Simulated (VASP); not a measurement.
# B2Pt (P6_3mc) in VASP: relaxation of cell and atoms with PBE+D3(BJ)

Aim: the relaxation of cell and atoms of B2Pt with PBE+D3(BJ).

Program: VASP 6.6.1. These are calculated values, not measurements. Logs are shortened: lines on timing, memory, paths and dates and some standing lists are left out, and cuts for length are marked.

## 1. The cell of the first run

Symmetry: P6_3mc, No. 186, hexagonal system. Conventional cell: a = 2.950 Å, b = 2.950 Å, c = 10.762 Å, α = 90.00°, β = 90.00°, γ = 120.00°. Within 2.7 Å of B (site symmetry 3m) lie 3 Pt at 2.06 Å. Within 2.7 Å of B (site symmetry 3m) lie 3 Pt at 2.06 Å. Pt (site symmetry 3m) has 6 B at 2.06 Å within 2.7 Å.

## 2. Relaxation of cell and atoms, PBE+D3(BJ)

Contents of INCAR:

```
SYSTEM = B2Pt
PREC = Accurate
ENCUT = 570
EDIFF = 1E-7
ISMEAR = 0
SIGMA = 0.1
LREAL = .False.
LASPH = .True.
NELM = 120
ALGO = Normal
ISIF = 3
LWAVE = .False.
LCHARG = .False.
GGA = PE
IVDW = 12
IBRION = 2
NSW = 90
EDIFFG = -0.04
GGA_COMPAT = .False.
NELMIN = 4
```

Contents of KPOINTS:

```
regular mesh
0
Gamma
  6 6 2
  0 0 0
```

Contents of POSCAR:

```
B2Pt
1.0
    2.9501606000      0.0000000000      0.0000000000
   -1.4750803000      2.5549140200      0.0000000000
    0.0000000000      0.0000000000     10.7623463000
B Pt
4 2
Direct
    0.3333333300      0.6666666700      0.0000000000
    0.0000000000      0.0000000000      0.2156753800
    0.0000000000      0.0000000000      0.7156753800
    0.6666666700      0.3333333300      0.5000000000
    0.6666666700      0.3333333300      0.1078376900
    0.3333333300      0.6666666700      0.6078376900
```

Potentials or basis: VASP PAW PBE potentials, release 64 (B, Pt_sv_GW).

Launch:

```bash
$ cat potpaw_PBE.64/B/POTCAR potpaw_PBE.64/Pt_sv_GW/POTCAR > POTCAR
$ mpirun -np 1 vasp_std > vasp.out
```

OUTCAR:

```text
SYSTEM = B2Pt
   PREC = Accurate
   ENCUT = 570
   EDIFF = 1E-7
   ISMEAR = 0
   LREAL = .False.
   LASPH = .True.
   NELM = 120
   ISIF = 3
   GGA = PE
   IVDW = 12
   IBRION = 2
   NSW = 90
   EDIFFG = -0.04
   NELMIN = 4
 IVDW          = 12

 ion  position               nearest neighbor table
   1  0.333  0.667  0.000-   5 2.06   5 2.06   5 2.06
   2  0.000  0.000  0.216-   5 2.06   5 2.06   5 2.06
   3  0.000  0.000  0.716-   6 2.06   6 2.06   6 2.06
   4  0.667  0.333  0.500-   6 2.06   6 2.06   6 2.06
   5  0.667  0.333  0.108-   1 2.06   1 2.06   2 2.06   2 2.06   2 2.06   1 2.06
   6  0.333  0.667  0.608-   4 2.06   4 2.06   3 2.06   3 2.06   3 2.06   4 2.06

  LATTYP: Found a hexagonal cell.
 ALAT       =     2.9501606000
 C/A-ratio  =     3.6480543805

  Lattice vectors:

 A1 = (   2.9501606000,   0.0000000000,   0.0000000000)
 A2 = (  -1.4750803000,   2.5549140200,   0.0000000000)
 A3 = (   0.0000000000,   0.0000000000,  10.7623463000)

Analysis of symmetry for initial positions (statically):
=====================================================================
 Subroutine PRICEL returns:
 Original cell was already a primitive cell.

 Routine SETGRP: Setting up the symmetry group for a
 hexagonal supercell.

 Subroutine GETGRP returns: Found 12 space group operations
 (whereof  6 operations were pure point group operations)
 out of a pool of 24 trial point group operations.

The static configuration has the point symmetry C_3v.
 The point group associated with its full space group is C_6v.

Analysis of symmetry for dynamics (positions and initial velocities):
=====================================================================
 Subroutine PRICEL returns:
 Original cell was already a primitive cell.

 Routine SETGRP: Setting up the symmetry group for a
 hexagonal supercell.

 Subroutine GETGRP returns: Found 12 space group operations
 (whereof  6 operations were pure point group operations)
 out of a pool of 24 trial point group operations.

The dynamic configuration has the point symmetry C_3v.
 The point group associated with its full space group is C_6v.

 Subroutine INISYM returns: Found 12 space group operations
 (whereof  6 operations are pure point group operations),
 and found     1 'primitive' translations

----------------------------------------------------------------------------------------

                                     Primitive cell

  volume of cell :      81.1202

  direct lattice vectors                    reciprocal lattice vectors
     2.950160600  0.000000000  0.000000000     0.338964597  0.195701302  0.000000000
    -1.475080300  2.554914020  0.000000000     0.000000000  0.391402604  0.000000000
     0.000000000  0.000000000 10.762346300     0.000000000  0.000000000  0.092916542

  length of vectors
     2.950160600  2.950160596 10.762346300     0.391402603  0.391402604  0.092916542

  position of ions in fractional coordinates (direct lattice)
     0.333333330  0.666666670  0.000000000
     0.000000000  0.000000000  0.215675380
     0.000000000  0.000000000  0.715675380
     0.666666670  0.333333330  0.500000000
     0.666666670  0.333333330  0.107837690
     0.333333330  0.666666670  0.607837690

  ion indices of the primitive-cell ions
   primitive index   ion index
                 1           1
                 2           2
                 3           3
                 4           4
                 5           5
                 6           6

----------------------------------------------------------------------------------------

 KPOINTS: regular mesh

Automatic generation of k-mesh.
 Grid dimensions read from file:
 generate k-points for:    6    6    2

 Generating k-lattice:

  Cartesian coordinates                     Fractional coordinates (reciprocal lattice)
     0.056494100  0.032616884  0.000000000     0.166666667  0.000000000  0.000000000
     0.000000000  0.065233767  0.000000000     0.000000000  0.166666667  0.000000000
     0.000000000  0.000000000  0.046458271     0.000000000  0.000000000  0.500000000

  Length of vectors
     0.065233767  0.065233767  0.046458271

  Shift w.r.t. Gamma in fractional coordinates (k-lattice)
     0.000000000  0.000000000  0.000000000

 Subroutine IBZKPT returns following result:
 ===========================================

 Found     14 irreducible k-points:

 Following reciprocal coordinates:
            Coordinates               Weight
  0.000000  0.000000  0.000000      1.000000
  0.166667 -0.000000  0.000000      6.000000
  0.333333 -0.000000  0.000000      6.000000
  0.500000 -0.000000  0.000000      3.000000
  0.166667  0.166667  0.000000      6.000000
  0.333333  0.166667  0.000000     12.000000
  0.333333  0.333333  0.000000      2.000000
  0.000000  0.000000  0.500000      1.000000
  0.166667 -0.000000  0.500000      6.000000
  0.333333 -0.000000  0.500000      6.000000
  0.500000 -0.000000  0.500000      3.000000
  0.166667  0.166667  0.500000      6.000000
  0.333333  0.166667  0.500000     12.000000
  0.333333  0.333333  0.500000      2.000000
   k-points           NKPTS =     14   k-points in BZ     NKDIM =     14   number of bands    NBANDS=     28
   number of dos      NEDOS =    301   number of ions     NIONS =      6
   total plane-waves  NPLWV =  48384
   dimension x,y,z NGX =    24 NGY =   24 NGZ =   84
   dimension x,y,z NGXF=    48 NGYF=   48 NGZF=  168
   ions per type =               4   2
   NGX,Y,Z   is equivalent  to a cutoff of  13.52, 13.52, 12.98 a.u.
   NGXF,Y,Z  is equivalent  to a cutoff of  27.05, 27.05, 25.95 a.u.
 SYSTEM =  B2Pt
   PREC   = accura    normal or accurate (medium, high low for compatibility)
   ISTART =      0    job   : 0-new  1-cont  2-samecut
   ICHARG =      2    charge: 1-file 2-atom 10-const
   ISPIN  =      1    spin polarized calculation?
   LNONCOLLINEAR =      F non collinear calculations
   LSORBIT =      F    spin-orbit coupling
   LASPH  =      T    aspherical Exc in radial PAW
   ENCUT  =  570.0 eV  41.89 Ry    6.47 a.u.   5.74  5.74 20.95*2*pi/ulx,y,z
   NELM   =    120;   NELMIN=  4; NELMDL= -5     # of ELM steps
   EDIFF  = 0.1E-06   stopping-criterion for ELM
   LREAL  =      F    real-space projection
   EDIFFG = -.4E-01   stopping-criterion for IOM
   NSW    =     90    number of steps for IOM
   IBRION =      2    ionic relax: 0-MD 1-quasi-New 2-CG
   NFREE  =      1    steps in history (QN), initial steepest desc. (CG)
   ISIF   =      3    stress and relaxation
   ISYM   =      2    0-nonsym 1-usesym 2-fastsym
   POTIM  = 0.5000    time-step for ionic-motion
   TEBEG  =    0.0;   TEEND  =   0.0 temperature during run
   PSTRESS=    0.0 pullay stress
   NELECT =      48.0000    total number of electrons
   NUPDOWN=      -1.0000    fix difference up-down
   EMIN   =  10.00;   EMAX   =-10.00  energy-range for DOS
   EFERMI =   0.00;   METHOD = LEGACY
   ISMEAR =     0;   SIGMA  =   0.10  broadening in eV -4-tet -1-fermi 0-gaus
   EFERMI_NEDOS =   21; number of points for ismear=-14 and -15
   IALGO  =     38    algorithm
   IMIX   =      4    mixing-type and parameters
     AMIX     =   0.40;   BMIX     =  1.00
     AMIX_MAG =   1.60;   BMIX_MAG =  1.00
  volume/ion in A,a.u.               =      13.52        91.24
  Fermi-wavevector in a.u.,A,eV,Ry     =   1.374397  2.597234 25.700967  1.888968
  Thomas-Fermi vector in A             =   2.499827
   LORBIT       =      0    0 simple, 1 ext, 2 COOP (PROOUT), +10 PAW based schemes
   GGA     = PE    functional components
   LHFCALC =     F    Hartree Fock is set to
   AEXX    =    0.0000 exact exchange contribution
   IVDW    =    12    specifies the selected vdW correction
   LEPSILON=     F    determine dielectric tensor
   LRPA    =     F    only Hartree local field effects (RPA)
 conjugate gradient relaxation of ions
 non-spin polarized calculation
 Gauss-broadening in eV      SIGMA  =   0.10
  energy-cutoff  :      570.00
  volume of cell :       81.12
 maximum number of plane-waves:      2536
 NGX is ok and might be reduce to    24
   NGX = 11   NGY = 11   NGZ = 41

--------------------------------------- Ionic step        1  -------------------------------------------

 number of electron      47.9999998 magnetization

 Free energy of the ion-electron system (eV)
  ---------------------------------------------------
  ext. energy  EPLUGINS =         0.00000000
  ---------------------------------------------------
  free energy    TOTEN  =       -29.32655913 eV

  energy without entropy =      -29.28261195  energy(sigma->0) =      -29.30458554

------------------------ aborting loop because EDIFF is reached ----------------------------------------

 Edisp (eV)   -1.73952

 E8    (eV) :    -0.6928

  FORCE on cell =-STRESS in cart. coord.  units (eV):
  Direction    XX          YY          ZZ          XY          YZ          ZX
  --------------------------------------------------------------------------------------
  -------------------------------------------------------------------------------------
  Total      16.30536    16.30536     4.33326     0.00000     0.00000     0.00000
  in kB     322.04173   322.04173    85.58471     0.00000     0.00000     0.00000
  external pressure =      243.22 kB  Pullay stress =        0.00 kB
[... 25 lines left out ...]
  energy  without entropy=      -31.0221280739  energy(sigma->0) =      -31.04410167

--------------------------------------- Ionic step        2  -------------------------------------------

 number of electron      48.0000002 magnetization

 E-fermi :   2.9393     XC(G=0):  -9.7640

 val. band max:        2.8994812148   @ k =   0.0000   0.0000   0.5000
 cond. band min:       2.9398654838   @ k =   0.1667   0.1667   0.5000
 fundamental gap:      0.0403842691
 Fermi energy:         2.9393046881

 k-point     1 :       0.0000    0.0000    0.0000
  band No.  band energies     occupation
      1     -96.0741      2.00000
      2     -96.0740      2.00000
      3     -50.2250      2.00000
      4     -50.2248      2.00000
      5     -50.2150      2.00000
      6     -50.2150      2.00000
[... 504 lines left out ...]
  FREE ENERGIE OF THE ION-ELECTRON SYSTEM (eV)
  ---------------------------------------------------
  free  energy   TOTEN  =       -32.0288040869 eV

  energy  without entropy=      -31.9812786796  energy(sigma->0) =      -32.00504138

 E-fermi :   4.7155     XC(G=0): -10.5098

 val. band max:        4.6832809382   @ k =   0.3333   0.1667   0.5000
 cond. band min:       4.7925941105   @ k =   0.3333   0.1667   0.0000
 fundamental gap:      0.1093131724
 Fermi energy:         4.7155306850

 k-point     1 :       0.0000    0.0000    0.0000
  band No.  band energies     occupation
      1     -95.1551      2.00000
      2     -95.1551      2.00000
      3     -49.2975      2.00000
      4     -49.2975      2.00000
      5     -49.2974      2.00000
      6     -49.2974      2.00000
[... 423 lines left out ...]
     27       5.8717      0.00000
     28       5.8717      0.00000

[... ionic steps 4 to 29 ...]

--------------------------------------- Ionic step       30  -------------------------------------------

 number of electron      48.0000004 magnetization

------------------------ aborting loop because EDIFF is reached ----------------------------------------

 Edisp (eV)   -2.07985

 E8    (eV) :    -0.8486
[... 77 lines left out ...]
  energy  without entropy=      -37.4781954473  energy(sigma->0) =      -37.48106440

--------------------------------------- Ionic step       32  -------------------------------------------

 number of electron      48.0000004 magnetization

 Free energy of the ion-electron system (eV)
  ---------------------------------------------------
  ext. energy  EPLUGINS =         0.00000000
  ---------------------------------------------------
  free energy    TOTEN  =       -35.39842119 eV

  energy without entropy =      -35.39277943  energy(sigma->0) =      -35.39560031

 E-fermi :   7.9846     XC(G=0): -12.1758

 val. band max:        7.7877210679   @ k =   0.3333  -0.0000   0.5000
 cond. band min:       8.0233417231   @ k =   0.5000  -0.0000   0.5000
 fundamental gap:      0.2356206552
 Fermi energy:         7.9845746372

 k-point     1 :       0.0000    0.0000    0.0000
  band No.  band energies     occupation
      1     -91.9983      2.00000
      2     -91.9978      2.00000
      3     -46.2838      2.00000
      4     -46.2838      2.00000
      5     -46.2808      2.00000
      6     -46.2808      2.00000
[... 460 lines left out ...]
  FREE ENERGIE OF THE ION-ELECTRON SYSTEM (eV)
  ---------------------------------------------------
  free  energy   TOTEN  =       -37.4842022210 eV

  energy  without entropy=      -37.4785604594  energy(sigma->0) =      -37.48138134

 reached required accuracy - stopping structural energy minimisation
```

Wall time 15 min (1 thread of Intel Xeon Platinum 8375C at 2.90GHz (Ice Lake), shared host); peak memory 0.26 GiB.

What came out:

* Free energy: -37.4842 eV
* Relaxed volume: 11.18 Å³/atom
* Relaxed cell: a = 3.605 Å, b = 3.605 Å, c = 5.958 Å, α = 90.00°, β = 90.00°, γ = 120.00°
* Space group after relaxing (to 0.1 Å): P6_3mc (No. 186)
* Energy gained by relaxing: 1069.7 meV/atom
* Ionic steps: 32
* Pressure after relaxing: 0.2 GPa
* Largest force after relaxing: 0.036 eV/Å
* Band gap on the k mesh: zero (bands 24 and 25 overlap by 2.79 eV)
* Dispersion energy per atom: -0.348 eV

Forces in eV/Å, atoms in the order of the input:
```
B    0.000  0.000  0.025
B    0.000  0.000  0.011
B    0.000  0.000  0.011
B    0.000  0.000  0.025
Pt   0.000  0.000 -0.036
Pt   0.000  0.000 -0.036
```

Step by step:
| step | energy change (eV) | largest force (eV/Å) | pressure (GPa) | volume (Å³) |
| --- | --- | --- | --- | --- |
| 1 | 0.0000 | 2.2121 | 24.32 | 81.12 |
| 2 | 0.4188 | 1.7311 | -18.46 | 107.40 |
| 3 | -0.9627 | 0.3287 | -3.47 | 91.26 |
| 4 | -0.9642 | 0.2705 | -2.88 | 90.93 |
| 5 | -1.4077 | 0.3770 | -3.78 | 89.87 |
| 6 | -2.0455 | 0.4685 | -5.60 | 87.89 |
| 7 | -3.3820 | 0.7089 | -9.98 | 82.15 |
| 8 | -4.4444 | 1.9048 | 0.86 | 62.76 |
| 9 | -4.3263 | 1.7083 | -13.30 | 74.39 |
| 10 | -4.6600 | 1.9471 | -9.91 | 71.36 |
| 11 | -4.9920 | 1.4967 | 11.15 | 62.25 |
| 12 | -5.0393 | 1.8648 | 0.21 | 65.70 |
| 13 | -5.0652 | 1.6634 | 3.78 | 64.34 |
| 14 | -5.2275 | 1.4724 | 4.79 | 64.26 |
| 15 | -5.3515 | 1.9231 | 8.73 | 64.03 |
| 16 | -5.3652 | 1.4246 | 7.37 | 64.10 |
| 17 | -5.5443 | 1.3718 | 4.78 | 65.06 |
| 18 | -5.9163 | 1.3382 | -2.23 | 68.02 |
| 19 | -5.8102 | 1.2618 | -15.93 | 74.17 |
| 20 | -6.0194 | 1.2695 | -7.12 | 70.44 |
| 21 | -6.2730 | 0.7756 | -4.62 | 69.24 |
| 22 | -6.3318 | 0.3536 | -0.73 | 68.46 |
| 23 | -6.3329 | 0.2882 | -0.02 | 68.34 |
| 24 | -6.3540 | 0.2558 | 0.13 | 68.19 |
| 25 | -6.4010 | 0.1566 | 0.33 | 67.75 |
| 26 | -6.4040 | 0.1685 | -1.16 | 66.83 |
| 27 | -6.4173 | 0.0924 | -0.58 | 67.27 |
| 28 | -6.4174 | 0.0917 | -0.37 | 67.29 |
| 29 | -6.4133 | 0.1050 | -0.15 | 67.52 |
| 30 | -6.4173 | 0.0916 | -0.49 | 67.32 |
| 31 | -6.4179 | 0.0064 | 0.65 | 66.92 |
| 32 | -6.4181 | 0.0358 | 0.22 | 67.07 |

Final structure:
```yaml
crystal:
  lattice:
    - [3.60538, 0.00000, 0.00000]
    - [-1.80269, 3.12235, 0.00000]
    - [0.00000, 0.00000, 5.95792]
  atoms:
    - { symbol: B, position: [0.33333, 0.66667, 0.02691] }
    - { symbol: B, position: [0.00000, 0.00000, 0.13364] }
    - { symbol: B, position: [0.00000, 0.00000, 0.63364] }
    - { symbol: B, position: [0.66667, 0.33333, 0.52691] }
    - { symbol: Pt, position: [0.66667, 0.33333, 0.16296] }
    - { symbol: Pt, position: [0.33333, 0.66667, 0.66296] }
```

Caveat: the k points lie up to 0.53 Å⁻¹ apart in the final cell, too coarse for converged energies and pressures of a metal; the volume moved by over 15 % at a fixed basis, so the end points are rough; spin-orbit coupling is left out, which moves the levels of the heavy elements.

The gap in the log of VASP goes by the Fermi energy; the results here count the filled bands.